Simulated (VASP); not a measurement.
A run of VASP 6.6.1 is set up as follows.

Contents of INCAR:

```
SYSTEM = Pd
ALGO     = Normal         ! electronic algorithm
EDIFF    = 1E-6           ! SCF threshold, eV
ENCUT    = 520            ! plane-wave cutoff, eV
GGA      = CA             ! functional
ISIF     = 2              ! what is computed and relaxed
ISMEAR   = -1             ! smearing method
ISPIN    = 2              ! spin polarisation
LASPH    = .True.         ! aspherical terms in the spheres
LCHARG   = .False.        ! write CHGCAR
LMAXMIX  = 4              ! l up to which the mixer works
LORBIT   = 11             ! projections on sites
LREAL    = .False.        ! projectors in reciprocal space
LWAVE    = .False.        ! write WAVECAR
MAGMOM   = 0.5 -0.5       ! initial moments
NBANDS   = 21             ! bands
NELM     = 150            ! most SCF steps
PREC     = Accurate       ! precision mode
SIGMA    = 0.05           ! smearing width, eV
```

File KPOINTS:

```
k-points
0
Gamma
  12 12 12
  0 0 0
```

File POSCAR:

```
Pd
1.0
    2.9701189123      0.0000000000      0.0000000000
    0.0000000000      2.9701189123      0.0000000000
    0.0000000000      0.0000000000      2.9701189123
Pd
2
Direct
    0.0000000000      0.0000000000      0.0000000000
    0.5000000000      0.5000000000      0.5000000000
```

Potentials or basis: VASP PAW LDA potentials, release 64 (Pd).

Run with:

```console
$ cat potpaw_LDA.64/Pd/POTCAR > POTCAR
$ mpirun -np 1 vasp_std > vasp.out
```

(1) Estimate the band gap on the k mesh.

(2) Estimate the net moment.

Results:

(1) zero (filled and empty bands overlap).

(2) 0.00 μB per cell.
